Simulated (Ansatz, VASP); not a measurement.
## One calculation of HfO3, two programs

INCAR

```
ALGO = Normal
EDIFF = 1E-6
EDIFFG = -0.04
ENCUT = 600
GGA = PE
IBRION = 2
ISIF = 3
ISMEAR = 0
LASPH = T
LCHARG = F
LREAL = F
LWAVE = F
NELM = 100
NSW = 90
PREC = Accurate
SIGMA = 0.1
```

KPOINTS

```
k-points
0
Gamma
  8 8 2
```

The input POSCAR:

```
HfO3
1.0
    1.4504403900     -1.9973736800      0.0000000000
    1.4504403900      1.9973736800      0.0000000000
    0.0000000000      0.0000000000      7.9733936800
Hf O
1 3
Direct
    0.0000000000      0.0000000000      0.0000000000
    0.5000000000      0.5000000000      0.7470129700
    0.0000000000      0.0000000000      0.5000000000
    0.5000000000      0.5000000000      0.2529870300
```

Input for Ansatz:

```yaml
crystal:
  lattice:
    - [1.45044039, -1.99737368, 0.0]
    - [1.45044039, 1.99737368, 0.0]
    - [0.0, 0.0, 7.97339368]
  atoms:
    - { symbol: Hf, position: [0.0, 0.0, 0.0] }
    - { symbol: O, position: [0.5, 0.5, 0.74701297] }
    - { symbol: O, position: [0.0, 0.0, 0.5] }
    - { symbol: O, position: [0.5, 0.5, 0.25298703] }
basis:
  ecutwfc: 420
kpoints:
  mp_grid: { grid: [8, 8, 2] }
hamiltonian:
  xc: pbe
scf:
  occupations: { method: gaussian, width: 0.1 }
  lower_state_search: "off"
output:
  forces: true
  stress: true
  eigenvalues: true
relax:
  adjacent_minimum: "off"
  f_tol: 0.04
  max_steps: 70
  cell: { stress_tol: 0.4 }
```

Change from the starting cell: species swapped into the VFe3 type (Cmmm, No. 65).

Alike in both runs: task relaxation of cell and atoms; functional PBE; k mesh 8 × 8 × 2; occupations gaussian, width 0.1 eV; no spin polarisation.

|  | VASP | Ansatz |
| --- | --- | --- |
| version | VASP 6.6.1 | Ansatz 0.2.0 |
| potentials or method | VASP PAW PBE potentials, release 64 (Hf_pv, O), cutoff 600 eV | scalar-relativistic, plane waves, PAW |
| valence electrons in the cell | 28 | 44 |

|  | VASP | Ansatz | Ansatz less VASP |
| --- | --- | --- | --- |
| gap on the k mesh at the Fermi level, each at its own relaxed structure (eV) | none | none | - |
| relaxed volume (Å³/atom) | 9.62 | 10.07 | +0.449 |
| relaxed cell length with the largest relative difference (Å) | 3.044 | 3.107 | +0.0631 |

A gap of «none» marks a metal or a gap that the smearing closes. VASP's potentials hold 28 valence electrons a cell and Ansatz's 44, so a difference there can come from the potentials and not from the codes.

The k mesh is coarse, so the values compare programs but aren't converged. Neither program's run includes spin-orbit coupling. Noted on VASP's run: the volume moved by over 15 % at a fixed basis, so the end points are rough.
